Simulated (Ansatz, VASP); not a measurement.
MgO in VASP and in Ansatz

```
CELL_PARAMETERS angstrom
3.00795 0.00000 0.00000
0.00000 3.00795 0.00000
0.00000 0.00000 20.25390
ATOMIC_POSITIONS crystal
Mg 0.25000 0.25000 0.39612
Mg 0.75000 0.75000 0.50000
Mg 0.25000 0.25000 0.60388
O 0.75000 0.75000 0.39378
O 0.25000 0.25000 0.50000
O 0.75000 0.75000 0.60622
```

Alike in both runs: task single point; functional PBE; k mesh 10 × 10 × 1; occupations fermi-dirac, width 0.02 eV; no spin polarisation.

|  | VASP | Ansatz |
| --- | --- | --- |
| version | VASP 6.6.1 | Ansatz 0.2.0 |
| potentials or method | VASP PAW PBE potentials, release 64 (Mg, O) | PAW with Ansatz's default frozen-core files, scalar-relativistic |
| plane-wave cutoff (eV) | 520 | 420 |
| valence electrons in the cell | 24 | 48 |

|  | VASP | Ansatz | Ansatz less VASP |
| --- | --- | --- | --- |
| gap on the k mesh at the Fermi level (eV) | 3.41 | 3.43 | +0.017 |
| rms of the force components (eV/Å) | 0.009 | 0.000 | -0.0091 |

VASP's potentials hold 24 valence electrons a cell and Ansatz's 48, so a difference there can come from the potentials and not from the codes. Ansatz's warnings: xc potential rough in thin density.
